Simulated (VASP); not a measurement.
# Sc (P6_3/mmc) in VASP: notebook

Runs on Sc. Level: PBE. Tasks: single point.

Program: VASP 6.6.1. These are calculated values, not measurements. Logs are shortened: lines on timing, memory, paths and dates and some standing lists are left out, and cuts for length are marked.

**1. The cell of the first run**

It takes space group P6_3/mmc (No. 194, hexagonal). Conventional cell: a = 3.320 Å, b = 3.320 Å, c = 5.576 Å, α = 90.00°, β = 90.00°, γ = 120.00°. Sc (site symmetry -6m2) has 12 Sc at 3.32 to 3.38 Å within 4.4 Å.

**2. Single point, PBE**

The input, INCAR:

```
SYSTEM = Sc
ALGO     = Fast           ! electronic algorithm
EDIFF    = 1E-6           ! SCF threshold, eV
ENCUT    = 520            ! plane-wave cutoff, eV
GGA      = PE             ! functional
ISIF     = 2              ! what is computed and relaxed
ISMEAR   = 0              ! smearing method
LASPH    = .TRUE.         ! aspherical terms in the spheres
LCHARG   = .TRUE.         ! write CHGCAR
LELF     = .TRUE.         ! ELF
LREAL    = .FALSE.        ! projectors in reciprocal space
LVHAR    = .TRUE.       
LWAVE    = .FALSE.        ! write WAVECAR
NBANDS   = 18             ! bands
NELM     = 80             ! most SCF steps
PREC     = Accurate       ! precision mode
SIGMA    = 0.15           ! smearing width, eV
```

The input, KPOINTS:

```
k-points
0
G
  15 15 10
  0 0 0
```

The input, POSCAR:

```
Sc
1.0
    3.3195022292      0.0000000000      0.0000000000
   -1.6597511146      2.8747732584      0.0000000000
    0.0000000000      0.0000000000      5.5756000000
Sc
2
Direct
    0.3333333333      0.6666666667      0.2500000000
    0.6666666667      0.3333333333      0.7500000000
```

Potentials or basis: VASP PAW PBE potentials, release 64 (Sc_sv).

On the command line:

```bash
> cat potpaw_PBE.64/Sc_sv/POTCAR > POTCAR
> mpirun -np 1 vasp_std > vasp.out
```

OUTCAR:

```text
SYSTEM = Sc
   EDIFF = 1E-6
   ENCUT = 520
   GGA = PE
   ISIF = 2
   ISMEAR = 0
   LASPH = .TRUE.
   LREAL = .FALSE.
   NELM = 80
   PREC = Accurate

 ion  position               nearest neighbor table
   1  0.333  0.667  0.250-   2 3.38   2 3.38   2 3.38   2 3.38   2 3.38   2 3.38
   2  0.667  0.333  0.750-   1 3.38   1 3.38   1 3.38   1 3.38   1 3.38   1 3.38

  LATTYP: Found a hexagonal cell.
 ALAT       =     3.3195022292
 C/A-ratio  =     1.6796494218

  Lattice vectors:

 A1 = (   3.3195022292,   0.0000000000,   0.0000000000)
 A2 = (  -1.6597511146,   2.8747732584,   0.0000000000)
 A3 = (   0.0000000000,   0.0000000000,   5.5756000000)

Analysis of symmetry for initial positions (statically):
=====================================================================
 Subroutine PRICEL returns:
 Original cell was already a primitive cell.

 Routine SETGRP: Setting up the symmetry group for a
 hexagonal supercell.

 Subroutine GETGRP returns: Found 24 space group operations
 (whereof 12 operations were pure point group operations)
 out of a pool of 24 trial point group operations.

The static configuration has the point symmetry D_3d.
 The point group associated with its full space group is D_6h.

Analysis of symmetry for dynamics (positions and initial velocities):
=====================================================================
 Subroutine PRICEL returns:
 Original cell was already a primitive cell.

 Routine SETGRP: Setting up the symmetry group for a
 hexagonal supercell.

 Subroutine GETGRP returns: Found 24 space group operations
 (whereof 12 operations were pure point group operations)
 out of a pool of 24 trial point group operations.

The dynamic configuration has the point symmetry D_3d.
 The point group associated with its full space group is D_6h.

 Subroutine INISYM returns: Found 24 space group operations
 (whereof 12 operations are pure point group operations),
 and found     1 'primitive' translations

----------------------------------------------------------------------------------------

                                     Primitive cell

  volume of cell :      53.2069

  direct lattice vectors                    reciprocal lattice vectors
     3.319502229  0.000000000  0.000000000     0.301249986  0.173926760  0.000000000
    -1.659751115  2.874773258  0.000000000     0.000000000  0.347853521  0.000000000
     0.000000000  0.000000000  5.575600000     0.000000000  0.000000000  0.179352895

  length of vectors
     3.319502229  3.319502229  5.575600000     0.347853521  0.347853521  0.179352895

  position of ions in fractional coordinates (direct lattice)
     0.333333333  0.666666667  0.250000000
     0.666666667  0.333333333  0.750000000

  ion indices of the primitive-cell ions
   primitive index   ion index
                 1           1
                 2           2

----------------------------------------------------------------------------------------

 KPOINTS: k-points

Automatic generation of k-mesh.
 Grid dimensions read from file:
 generate k-points for:   15   15   10

 Generating k-lattice:

  Cartesian coordinates                     Fractional coordinates (reciprocal lattice)
     0.020083332  0.011595117  0.000000000     0.066666667  0.000000000  0.000000000
     0.000000000  0.023190235  0.000000000     0.000000000  0.066666667  0.000000000
     0.000000000  0.000000000  0.017935289     0.000000000  0.000000000  0.100000000

  Length of vectors
     0.023190235  0.023190235  0.017935289

  Shift w.r.t. Gamma in fractional coordinates (k-lattice)
     0.000000000  0.000000000  0.000000000

 Subroutine IBZKPT returns following result:
 ===========================================

 Found    162 irreducible k-points:

 Following reciprocal coordinates:
            Coordinates               Weight
  0.000000  0.000000  0.000000      1.000000
  0.066667  0.000000  0.000000      6.000000
  0.133333 -0.000000  0.000000      6.000000
  0.200000 -0.000000  0.000000      6.000000
  0.266667 -0.000000  0.000000      6.000000
  0.333333 -0.000000  0.000000      6.000000
[... 16 lines left out ...]
  0.333333  0.200000  0.000000     12.000000
  0.400000  0.200000  0.000000      6.000000
 [... further k-points ...]
   k-points           NKPTS =    162   k-points in BZ     NKDIM =    162   number of bands    NBANDS=     18
   number of dos      NEDOS =    301   number of ions     NIONS =      2
   total plane-waves  NPLWV =  32928
   dimension x,y,z NGX =    28 NGY =   28 NGZ =   42
   dimension x,y,z NGXF=    56 NGYF=   56 NGZF=   84
   ions per type =               2
   NGX,Y,Z   is equivalent  to a cutoff of  14.02, 14.02, 12.52 a.u.
   NGXF,Y,Z  is equivalent  to a cutoff of  28.05, 28.05, 25.05 a.u.
 SYSTEM =  Sc
   PREC   = accura    normal or accurate (medium, high low for compatibility)
   ISTART =      0    job   : 0-new  1-cont  2-samecut
   ICHARG =      2    charge: 1-file 2-atom 10-const
   ISPIN  =      1    spin polarized calculation?
   LNONCOLLINEAR =      F non collinear calculations
   LSORBIT =      F    spin-orbit coupling
   LASPH  =      T    aspherical Exc in radial PAW
   ENCUT  =  520.0 eV  38.22 Ry    6.18 a.u.   6.17  6.17 10.37*2*pi/ulx,y,z
   NELM   =     80;   NELMIN=  2; NELMDL= -5     # of ELM steps
   EDIFF  = 0.1E-05   stopping-criterion for ELM
   LREAL  =      F    real-space projection
   EDIFFG = 0.1E-04   stopping-criterion for IOM
   NSW    =      0    number of steps for IOM
   IBRION =     -1    ionic relax: 0-MD 1-quasi-New 2-CG
   NFREE  =      0    steps in history (QN), initial steepest desc. (CG)
   ISIF   =      2    stress and relaxation
   ISYM   =      2    0-nonsym 1-usesym 2-fastsym
   POTIM  = 0.5000    time-step for ionic-motion
   TEBEG  =    0.0;   TEEND  =   0.0 temperature during run
   PSTRESS=    0.0 pullay stress
   NELECT =      22.0000    total number of electrons
   NUPDOWN=      -1.0000    fix difference up-down
   EMIN   =  10.00;   EMAX   =-10.00  energy-range for DOS
   EFERMI =   0.00;   METHOD = LEGACY
   ISMEAR =     0;   SIGMA  =   0.15  broadening in eV -4-tet -1-fermi 0-gaus
   EFERMI_NEDOS =   21; number of points for ismear=-14 and -15
   IALGO  =     68    algorithm
   IMIX   =      4    mixing-type and parameters
     AMIX     =   0.40;   BMIX     =  1.00
     AMIX_MAG =   1.60;   BMIX_MAG =  1.00
  volume/ion in A,a.u.               =      26.60       179.53
  Fermi-wavevector in a.u.,A,eV,Ry     =   1.219625  2.304757 20.238466  1.487485
  Thomas-Fermi vector in A             =   2.354871
   LORBIT       =      0    0 simple, 1 ext, 2 COOP (PROOUT), +10 PAW based schemes
   GGA     = PE    functional components
   LHFCALC =     F    Hartree Fock is set to
   AEXX    =    0.0000 exact exchange contribution
   IVDW    =     0    specifies the selected vdW correction
   LEPSILON=     F    determine dielectric tensor
   LRPA    =     F    only Hartree local field effects (RPA)
 non-spin polarized calculation
 RMM-DIIS sequential band-by-band and
 Gauss-broadening in eV      SIGMA  =   0.15
  energy-cutoff  :      520.00
  volume of cell :       53.21
 maximum number of plane-waves:      1452
 NGX is ok and might be reduce to    28
   NGX = 13   NGY = 13   NGZ = 21

 number of electron      22.0000003 magnetization

 Free energy of the ion-electron system (eV)
  ---------------------------------------------------
  ext. energy  EPLUGINS =         0.00000000
  ---------------------------------------------------
  free energy    TOTEN  =       -12.44152912 eV

  energy without entropy =      -12.38603550  energy(sigma->0) =      -12.41378231

 E-fermi :   3.2544     XC(G=0):  -9.5780

 val. band max:        3.2488480518   @ k =   0.4000   0.0667   0.3000
 cond. band min:       3.2546649812   @ k =   0.3333   0.0667   0.4000
 fundamental gap:      0.0058169294
 Fermi energy:         3.2543892238

 k-point     1 :       0.0000    0.0000    0.0000
  band No.  band energies     occupation
      1     -46.3818      2.00000
      2     -46.3446      2.00000
      3     -25.1181      2.00000
      4     -24.8625      2.00000
      5     -24.8625      2.00000
      6     -24.8390      2.00000
[... 10 lines left out ...]
     17       5.6431      0.00000
     18       5.6431      0.00000

 k-point     2 :       0.0667    0.0000    0.0000
  band No.  band energies     occupation
      1     -46.3800      2.00000
      2     -46.3436      2.00000
      3     -25.1138      2.00000
      4     -24.8733      2.00000
      5     -24.8657      2.00000
      6     -24.8402      2.00000
[... 10 lines left out ...]
     17       5.5566      0.00000
     18       5.5895      0.00000

 k-point     3 :       0.1333   -0.0000    0.0000
  band No.  band energies     occupation
      1     -46.3751      2.00000
      2     -46.3408      2.00000
      3     -25.1014      2.00000
      4     -24.9041      2.00000
      5     -24.8748      2.00000
      6     -24.8707      2.00000
[... 10 lines left out ...]
     17       5.3509      0.00000
     18       5.4527      0.00000

 k-point     4 :       0.2000   -0.0000    0.0000
  band No.  band energies     occupation
      1     -46.3678      2.00000
      2     -46.3369      2.00000
      3     -25.0821      2.00000
      4     -24.9497      2.00000
      5     -24.9161      2.00000
      6     -24.8880      2.00000
[... 10 lines left out ...]
     17       5.3698      0.00000
     18       5.6282      0.00000

 k-point     5 :       0.2667   -0.0000    0.0000
  band No.  band energies     occupation
      1     -46.3591      2.00000
      2     -46.3326      2.00000
      3     -25.0579      2.00000
      4     -25.0022      2.00000
      5     -24.9671      2.00000
      6     -24.9027      2.00000
[... 10 lines left out ...]
     17       5.7714      0.00000
     18       5.9817      0.00000

 k-point     6 :       0.3333   -0.0000    0.0000
  band No.  band energies     occupation
      1     -46.3503      2.00000
      2     -46.3290      2.00000
      3     -25.0526      2.00000
      4     -25.0316      2.00000
      5     -25.0149      2.00000
      6     -24.9165      2.00000
[... 10 lines left out ...]
     17       6.2130      0.00000
     18       6.3716      0.00000

 k-point     7 :       0.4000   -0.0000    0.0000
  band No.  band energies     occupation
      1     -46.3429      2.00000
      2     -46.3266      2.00000
      3     -25.0920      2.00000
      4     -25.0516      2.00000
      5     -25.0069      2.00000
      6     -24.9272      2.00000
[... 10 lines left out ...]
     17       6.6232      0.00000
     18       6.7255      0.00000

 k-point     8 :       0.4667    0.0000    0.0000
  band No.  band energies     occupation
      1     -46.3384      2.00000
      2     -46.3258      2.00000
      3     -25.1135      2.00000
      4     -25.0716      2.00000
      5     -24.9903      2.00000
      6     -24.9329      2.00000
[... 10 lines left out ...]
     17       6.8233      0.00000
     18       7.0641      0.00000
[... 229 lines left out ...]
     17       6.6670      0.00000
     18       6.6946      0.00000

 k-point    20 :       0.4000    0.1333    0.0000
  band No.  band energies     occupation
      1     -46.3361      2.00000
      2     -46.3255      2.00000
      3     -25.1005      2.00000
      4     -25.0597      2.00000
      5     -24.9813      2.00000
      6     -24.9566      2.00000
[... 10 lines left out ...]
     17       6.6676      0.00000
     18       6.7803      0.00000

 k-point    21 :       0.2000    0.2000    0.0000
  band No.  band energies     occupation
      1     -46.3481      2.00000
      2     -46.3282      2.00000
      3     -25.0287      2.00000
      4     -25.0247      2.00000
      5     -25.0246      2.00000
      6     -24.9295      2.00000
[... 10 lines left out ...]
     17       6.3853      0.00000
     18       6.6419      0.00000

 k-point    22 :       0.2667    0.2000    0.0000
  band No.  band energies     occupation
      1     -46.3410      2.00000
      2     -46.3261      2.00000
      3     -25.0596      2.00000
      4     -25.0397      2.00000
      5     -25.0003      2.00000
      6     -24.9534      2.00000
[... 10 lines left out ...]
     17       6.6011      0.00000
     18       6.6425      0.00000

 k-point    23 :       0.3333    0.2000    0.0000
  band No.  band energies     occupation
      1     -46.3354      2.00000
      2     -46.3255      2.00000
      3     -25.0803      2.00000
      4     -25.0458      2.00000
      5     -24.9785      2.00000
      6     -24.9743      2.00000
[... 10 lines left out ...]
     17       6.5767      0.00000
     18       6.7085      0.00000

 k-point    24 :       0.4000    0.2000    0.0000
  band No.  band energies     occupation
      1     -46.3331      2.00000
      2     -46.3256      2.00000
      3     -25.0875      2.00000
      4     -25.0468      2.00000
      5     -24.9831      2.00000
      6     -24.9681      2.00000
[... 10 lines left out ...]
     17       6.5640      0.00000
     18       7.5698      0.00000

 [... further k-points ...]
[... 5 lines left out ...]
  --------------------------------------------------------------------------------------
  -------------------------------------------------------------------------------------
  Total       -0.6301836     -0.6301836     -2.0801080      0.0000000      0.0000000      0.0000000
  in kB      -18.9762104    -18.9762104    -62.6366171      0.0000000      0.0000000      0.0000000
  external PRESSURE =     -33.5296793 kB  Pullay stress =       0.0000000 kB

 VOLUME and BASIS-vectors are now :
 -----------------------------------------------------------------------------
  energy-cutoff  :      520.00
  volume of cell :       53.21
      direct lattice vectors                 reciprocal lattice vectors
     3.319502229  0.000000000  0.000000000     0.301249986  0.173926760  0.000000000
    -1.659751115  2.874773258  0.000000000     0.000000000  0.347853521  0.000000000
     0.000000000  0.000000000  5.575600000     0.000000000  0.000000000  0.179352895

 POSITION                                       TOTAL-FORCE (eV/Angst)
 -----------------------------------------------------------------------------------
     -0.00000      1.91652      1.39390         0.000000      0.000000      0.000000
      1.65975      0.95826      4.18170        -0.000000     -0.000000      0.000000
 -----------------------------------------------------------------------------------
    total drift:                               -0.000000      0.000000     -0.000000

  FREE ENERGIE OF THE ION-ELECTRON SYSTEM (eV)
  ---------------------------------------------------
  free  energy   TOTEN  =       -12.4415291162 eV

  energy  without entropy=      -12.3860354963  energy(sigma->0) =      -12.41378231
```

Run time: 2.7 min. Hardware: 1 thread of Intel Xeon Platinum 8488C (Sapphire Rapids), shared host; peak memory 0.26 GiB.

Results:

* Free energy: -12.4415 eV
* Pressure: -3.4 GPa
* Band gap on the k mesh: zero (bands 11 and 12 overlap by 1.01 eV)

Caveat: the cell stands under tension.

[end of part 1 of 2]
